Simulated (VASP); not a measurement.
# In (Im-3m) in VASP: settings compared

The runs below take In through single point, with PBE0, HSE06.

Everything below comes from runs of VASP 6.6.1. Logs are shortened: lines on timing, memory, paths and dates and some standing lists are left out, and cuts for length are marked.

### 1 The cell of the first run

Symmetry: Im-3m, No. 229, cubic system. The conventional cell has a = 3.688 Å, b = 3.688 Å, c = 3.688 Å, α = 90.00°, β = 90.00°, γ = 90.00°. Within 4.2 Å of In (site symmetry m-3m) lie 14 In at 3.19 to 3.69 Å.

This isn't the form of In at room conditions, which is tetragonal.

### 2 Single point, PBE0

The input, POSCAR:

```
In
1.0
   -1.8440955744      1.8440955744      1.8440955744
    1.8440955744     -1.8440955744      1.8440955744
    1.8440955744      1.8440955744     -1.8440955744
In
1
Direct
    0.0000000000      0.0000000000      0.0000000000
```

The input, INCAR.step1:

```
SYSTEM = In
PREC = Accurate
ENCUT = 520
EDIFF = 1E-5
ISMEAR = -1
SIGMA = 0.05
LREAL = .False.
LASPH = .True.
NELM = 80
ALGO = Normal
ISIF = 2
LWAVE = .True.
LCHARG = .False.
GGA = PE
NBANDS = 12
```

The input, INCAR.step2:

```
SYSTEM = In
PREC = Accurate
ENCUT = 520
EDIFF = 1E-6
ISMEAR = -1
SIGMA = 0.05
LREAL = .False.
LASPH = .True.
NELM = 80
ALGO = Normal
ISIF = 2
LWAVE = .False.
LCHARG = .False.
GGA = PE
LHFCALC = .True.
AEXX = 0.25
PRECFOCK = Normal
ISTART = 1
NBANDS = 12
```

The input, KPOINTS:

```
regular mesh
0
Gamma
  6 6 6
  0 0 0
```

Potentials or basis: VASP PAW PBE potentials, release 64 (In_d).

The run is started by

```bash
$ cat potpaw_PBE.64/In_d/POTCAR > POTCAR
$ cp INCAR.step1 INCAR
$ mpirun -np 1 vasp_std > vasp.out
$ cp INCAR.step2 INCAR
$ mpirun -np 1 vasp_std > vasp.out
```

OUTCAR:

```text
SYSTEM = In
   PREC = Accurate
   ENCUT = 520
   EDIFF = 1E-6
   ISMEAR = -1
   LREAL = .False.
   LASPH = .True.
   NELM = 80
   ISIF = 2
   GGA = PE
   LHFCALC = .True.
   AEXX = 0.25
   PRECFOCK = Normal
   ISTART = 1

 ion  position               nearest neighbor table
   1  0.000  0.000  0.000-

  LATTYP: Found a body centered cubic cell.
 ALAT       =     3.6881911488

  Lattice vectors:

 A1 = (  -1.8440955744,   1.8440955744,   1.8440955744)
 A2 = (   1.8440955744,  -1.8440955744,   1.8440955744)
 A3 = (   1.8440955744,   1.8440955744,  -1.8440955744)

Analysis of symmetry for initial positions (statically):
=====================================================================
 Subroutine PRICEL returns:
 Original cell was already a primitive cell.

 Routine SETGRP: Setting up the symmetry group for a
 body centered cubic supercell.

 Subroutine GETGRP returns: Found 48 space group operations
 (whereof 48 operations were pure point group operations)
 out of a pool of 48 trial point group operations.

The static configuration has the point symmetry O_h .

Analysis of symmetry for dynamics (positions and initial velocities):
=====================================================================
 Subroutine PRICEL returns:
 Original cell was already a primitive cell.

 Routine SETGRP: Setting up the symmetry group for a
 body centered cubic supercell.

 Subroutine GETGRP returns: Found 48 space group operations
 (whereof 48 operations were pure point group operations)
 out of a pool of 48 trial point group operations.

The dynamic configuration has the point symmetry O_h .

 Subroutine INISYM returns: Found 48 space group operations
 (whereof 48 operations are pure point group operations),
 and found     1 'primitive' translations

----------------------------------------------------------------------------------------

                                     Primitive cell

  volume of cell :      25.0848

  direct lattice vectors                    reciprocal lattice vectors
    -1.844095574  1.844095574  1.844095574     0.000000000  0.271135622  0.271135622
     1.844095574 -1.844095574  1.844095574     0.271135622  0.000000000  0.271135622
     1.844095574  1.844095574 -1.844095574     0.271135622  0.271135622  0.000000000

  length of vectors
     3.194067229  3.194067229  3.194067229     0.383443673  0.383443673  0.383443673

  position of ions in fractional coordinates (direct lattice)
     0.000000000  0.000000000  0.000000000

  ion indices of the primitive-cell ions
   primitive index   ion index
                 1           1

----------------------------------------------------------------------------------------

 KPOINTS: regular mesh

Automatic generation of k-mesh.
 Grid dimensions read from file:
 generate k-points for:    6    6    6

 Generating k-lattice:

  Cartesian coordinates                     Fractional coordinates (reciprocal lattice)
     0.000000000  0.045189270  0.045189270     0.166666667  0.000000000  0.000000000
     0.045189270  0.000000000  0.045189270     0.000000000  0.166666667  0.000000000
     0.045189270  0.045189270  0.000000000     0.000000000  0.000000000  0.166666667

  Length of vectors
     0.063907279  0.063907279  0.063907279

  Shift w.r.t. Gamma in fractional coordinates (k-lattice)
     0.000000000  0.000000000  0.000000000

 Subroutine IBZKPT returns following result:
 ===========================================

 Found     16 irreducible k-points:

 Following reciprocal coordinates:
            Coordinates               Weight
  0.000000  0.000000  0.000000      1.000000
  0.166667  0.000000  0.000000     12.000000
  0.333333  0.000000  0.000000     12.000000
  0.500000  0.000000  0.000000      6.000000
  0.166667  0.166667  0.000000     24.000000
  0.333333  0.166667  0.000000     48.000000
[... 8 lines left out ...]
  0.500000  0.500000  0.333333     12.000000
  0.500000  0.500000  0.500000      1.000000
   k-points           NKPTS =     16   k-points in BZ     NKDIM =    216   number of bands    NBANDS=     12
   number of dos      NEDOS =    301   number of ions     NIONS =      1
   total plane-waves  NPLWV =  13824
   dimension x,y,z NGX =    24 NGY =   24 NGZ =   24
   dimension x,y,z NGXF=    48 NGYF=   48 NGZF=   48
   ions per type =               1
   NGX,Y,Z   is equivalent  to a cutoff of  12.49, 12.49, 12.49 a.u.
   NGXF,Y,Z  is equivalent  to a cutoff of  24.98, 24.98, 24.98 a.u.
 SYSTEM =  In
   PREC   = accura    normal or accurate (medium, high low for compatibility)
   ISTART =      1    job   : 0-new  1-cont  2-samecut
   ICHARG =      0    charge: 1-file 2-atom 10-const
   ISPIN  =      1    spin polarized calculation?
   LNONCOLLINEAR =      F non collinear calculations
   LSORBIT =      F    spin-orbit coupling
   LASPH  =      T    aspherical Exc in radial PAW
   ENCUT  =  520.0 eV  38.22 Ry    6.18 a.u.   5.94  5.94  5.94*2*pi/ulx,y,z
   NELM   =     80;   NELMIN=  2; NELMDL=  0     # of ELM steps
   EDIFF  = 0.1E-05   stopping-criterion for ELM
   LREAL  =      F    real-space projection
   EDIFFG = 0.1E-04   stopping-criterion for IOM
   NSW    =      0    number of steps for IOM
   IBRION =     -1    ionic relax: 0-MD 1-quasi-New 2-CG
   NFREE  =      0    steps in history (QN), initial steepest desc. (CG)
   ISIF   =      2    stress and relaxation
   ISYM   =      3    0-nonsym 1-usesym 2-fastsym
   POTIM  = 0.5000    time-step for ionic-motion
   TEBEG  =    0.0;   TEEND  =   0.0 temperature during run
   PSTRESS=    0.0 pullay stress
   NELECT =      13.0000    total number of electrons
   NUPDOWN=      -1.0000    fix difference up-down
   EMIN   =  10.00;   EMAX   =-10.00  energy-range for DOS
   EFERMI =   0.00;   METHOD = LEGACY
   ISMEAR =    -1;   SIGMA  =   0.05  broadening in eV -4-tet -1-fermi 0-gaus
   EFERMI_NEDOS =   21; number of points for ismear=-14 and -15
   IALGO  =     38    algorithm
   IMIX   =      1    mixing-type and parameters
     AMIX     =   0.40;   BMIX     =  1.00
     AMIX_MAG =   1.60;   BMIX_MAG =  1.00
  volume/ion in A,a.u.               =      25.08       169.28
  Fermi-wavevector in a.u.,A,eV,Ry     =   1.314980  2.484952 23.526824  1.729173
  Thomas-Fermi vector in A             =   2.445195
   LORBIT       =      0    0 simple, 1 ext, 2 COOP (PROOUT), +10 PAW based schemes
   GGA     = PE    functional components
   LHFCALC =     T    Hartree Fock is set to
   PRECFOCK=normal    Normal, Fast or Accurate (Low or Medium for compatibility)
   ENCUT4O =  -1.0   cutoff for four orbital integrals eV
   NKREDX  =     1    reduce k-point grid by
   NKREDY  =     1    reduce k-point grid by
   NKREDZ  =     1    reduce k-point grid by
   AEXX    =    0.2500 exact exchange contribution
   HFSCREEN=    0.0000 screening length (either q_TF or 0.3 A-1)
   HFSCREENC=   0.0000 screening length for correlation (either q_TF or 0.3 A-1)
   ENCUTFOCK=  -1.0 apply spherical cutoff to Coloumb kernel
   IVDW    =     0    specifies the selected vdW correction
   LEPSILON=     F    determine dielectric tensor
   LRPA    =     F    only Hartree local field effects (RPA)
 non-spin polarized calculation
  energy-cutoff  :      520.00
  volume of cell :       25.08
 maximum number of plane-waves:       685
  NGX = 18; NGY = 18; NGZ = 18

 number of electron      12.9999992 magnetization

 Free energy of the ion-electron system (eV)
  ---------------------------------------------------
  ext. energy  EPLUGINS =         0.00000000
  ---------------------------------------------------
  free energy    TOTEN  =        -3.21611055 eV

  energy without entropy =       -3.21192421  energy(sigma->0) =       -3.21401738

 E-fermi :   8.1028     XC(G=0):  -8.2509

 val. band max:        7.0045507473   @ k =   0.5000   0.5000   0.3333
 cond. band min:       8.2001157863   @ k =  -0.3333   0.5000   0.1667
 fundamental gap:      1.1955650390
 Fermi energy:         8.1028202787

 k-point     1 :       0.0000    0.0000    0.0000
  band No.  band energies     occupation
      1      -9.2515      2.00000
      2      -9.2515      2.00000
      3      -9.2515      2.00000
      4      -8.9329      2.00000
      5      -8.9329      2.00000
      6      -3.6102      2.00000
      7      21.0394      0.00000
      8      21.0394      0.00000
      9      21.0394      0.00000
     10      22.2853      0.00000
     11      22.2853      0.00000
     12      22.2853      0.00000

 k-point     2 :       0.1667    0.0000    0.0000
  band No.  band energies     occupation
      1      -9.2843      2.00000
      2      -9.2300      2.00000
      3      -9.1273      2.00000
      4      -8.9635      2.00000
      5      -8.9342      2.00000
      6      -2.8551      2.00000
      7      15.9182      0.00000
      8      18.6322      0.00000
      9      19.2868      0.00000
     10      20.8763      0.00000
     11      20.9484      0.00000
     12      22.6917      0.00000

 k-point     3 :       0.3333    0.0000    0.0000
  band No.  band energies     occupation
      1      -9.3495      2.00000
      2      -9.2602      2.00000
      3      -8.9708      2.00000
      4      -8.9363      2.00000
      5      -8.8694      2.00000
      6      -0.5280      2.00000
      7       9.5045      0.00000
      8      16.1218      0.00000
      9      17.2684      0.00000
     10      19.7443      0.00000
     11      19.9229      0.00000
     12      24.8787      0.00000
[... 166 lines left out ...]
 k-point    15 :       0.5000    0.5000    0.3333
  band No.  band energies     occupation
      1      -9.3147      2.00000
      2      -9.2807      2.00000
      3      -8.9409      2.00000
      4      -8.8712      2.00000
      5      -8.7701      2.00000
      6       5.9504      2.00000
      7       7.0046      2.00000
      8      10.6360      0.00000
      9      12.9043      0.00000
     10      16.2845      0.00000
     11      17.0511      0.00000
     12      26.9857      0.00000

 k-point    16 :       0.5000    0.5000    0.5000
  band No.  band energies     occupation
      1      -9.3838      2.00000
      2      -9.3838      2.00000
      3      -8.7821      2.00000
      4      -8.7821      2.00000
      5      -8.7821      2.00000
      6       9.6961      0.00000
      7       9.6961      0.00000
      8       9.6961      0.00000
      9      10.0579      0.00000
     10      13.9737      0.00000
     11      13.9737      0.00000
     12      29.4650      0.00000

------------------------ aborting loop because EDIFF is reached ----------------------------------------

  FORCE on cell =-STRESS in cart. coord.  units (eV):
  Direction    XX          YY          ZZ          XY          YZ          ZX
  --------------------------------------------------------------------------------------
  -------------------------------------------------------------------------------------
  Total        0.3404350      0.3404350      0.3404350     -0.0000000     -0.0000000     -0.0000000
  in kB       21.7437514     21.7437514     21.7437514     -0.0000000     -0.0000000     -0.0000000
  external PRESSURE =      21.7437514 kB  Pullay stress =       0.0000000 kB

 VOLUME and BASIS-vectors are now :
 -----------------------------------------------------------------------------
  energy-cutoff  :      520.00
  volume of cell :       25.08
      direct lattice vectors                 reciprocal lattice vectors
    -1.844095574  1.844095574  1.844095574     0.000000000  0.271135622  0.271135622
     1.844095574 -1.844095574  1.844095574     0.271135622  0.000000000  0.271135622
     1.844095574  1.844095574 -1.844095574     0.271135622  0.271135622  0.000000000

 POSITION                                       TOTAL-FORCE (eV/Angst)
 -----------------------------------------------------------------------------------
      0.00000      0.00000      0.00000        -0.000000      0.000000      0.000000
 -----------------------------------------------------------------------------------
    total drift:                               -0.000000     -0.000000     -0.000000

  FREE ENERGIE OF THE ION-ELECTRON SYSTEM (eV)
  ---------------------------------------------------
  free  energy   TOTEN  =        -3.2161105474 eV

  energy  without entropy=       -3.2119242122  energy(sigma->0) =       -3.21401738
```

It took 17 min on 1 thread of Intel Xeon Platinum 8488C (Sapphire Rapids), shared host; peak memory 0.15 GiB.

What came out:

```
Free energy            : -3.2161 eV
Pressure               : 2.2 GPa
Band gap on the k mesh : zero (an odd number of electrons rules out a gap without spin polarisation)
```

Levels at points of the mesh, in eV from the Fermi level:
```
           k point  band 4  band 5  band 6  band 7  band 8  band 9
(0.00, 0.00, 0.00)  -17.04  -17.04  -11.71   12.94   12.94   12.94
(0.50, 0.00, 0.00)  -17.04  -16.84   -4.91   -4.39    7.08    8.44
(0.50, 0.50, 0.50)  -16.88  -16.88    1.59    1.59    1.59    1.96
```

Caveat: the k points lie up to 0.40 Å⁻¹ apart, too coarse for converged energies and pressures of a metal; the PAW data sets were made with another functional, which shifts forces and pressure a little; spin-orbit coupling is left out, which moves the levels of the heavy elements.

### 3 Single point, HSE06

This run uses another cell than the first one, of 25.62 Å³/atom.

The input, POSCAR:

```
In
1.0
   -1.8570825908      1.8570825908      1.8570825908
    1.8570825908     -1.8570825908      1.8570825908
    1.8570825908      1.8570825908     -1.8570825908
In
1
Direct
    0.0000000000      0.0000000000      0.0000000000
```

The input, INCAR.step1:

```
SYSTEM = In
  PREC = Accurate
  ENCUT = 520
  EDIFF = 1E-5
  ISMEAR = -1
  SIGMA = 0.05
  LREAL = .False.
  LASPH = .True.
  NELM = 60
  ALGO = Normal
  ISIF = 2
  LWAVE = .True.
  LCHARG = .False.
  GGA = PE
  NBANDS = 12
```

The input, INCAR.step2:

```
SYSTEM = In
  PREC = Accurate
  ENCUT = 520
  EDIFF = 1E-6
  ISMEAR = -1
  SIGMA = 0.05
  LREAL = .False.
  LASPH = .True.
  NELM = 60
  ALGO = Normal
  ISIF = 2
  LWAVE = .False.
  LCHARG = .False.
  GGA = PE
  LHFCALC = .True.
  HFSCREEN = 0.2079
  PRECFOCK = Normal
  ISTART = 1
  NBANDS = 12
```

The input, KPOINTS:

```
Automatic mesh
0
Gamma
  6 6 6
  0 0 0
```

Potentials or basis: VASP PAW PBE potentials, release 64 (In_d).

The run is started by

```bash
$ cat potpaw_PBE.64/In_d/POTCAR > POTCAR
$ cp INCAR.step1 INCAR
$ mpirun -np 1 vasp_std > vasp.out
$ cp INCAR.step2 INCAR
$ mpirun -np 1 vasp_std > vasp.out
```

It took 9.1 min on 1 thread of Intel Xeon Platinum 8488C (Sapphire Rapids), shared host; peak memory 0.25 GiB.

Results (log left out):

- Free energy: -2.9177 eV
- Pressure: 1.1 GPa
- Band gap on the k mesh: zero (an odd number of electrons rules out a gap without spin polarisation)

Levels at points of the mesh, in eV from the Fermi level:
```tsv
k point	band 4	band 5	band 6	band 7	band 8	band 9
(0.00, 0.00, 0.00)	-16.40	-16.40	-10.88	12.49	12.49	12.49
(0.50, 0.00, 0.00)	-16.40	-16.21	-4.29	-3.66	6.79	8.18
(0.50, 0.50, 0.50)	-16.25	-16.25	1.52	1.52	1.52	1.70
```

Caveat: the k points lie up to 0.40 Å⁻¹ apart, too coarse for converged energies and pressures of a metal; the PAW data sets were made with another functional, which shifts forces and pressure a little; spin-orbit coupling is left out, which moves the levels of the heavy elements.

The gap in the log of VASP goes by the Fermi energy; the results here count the filled bands.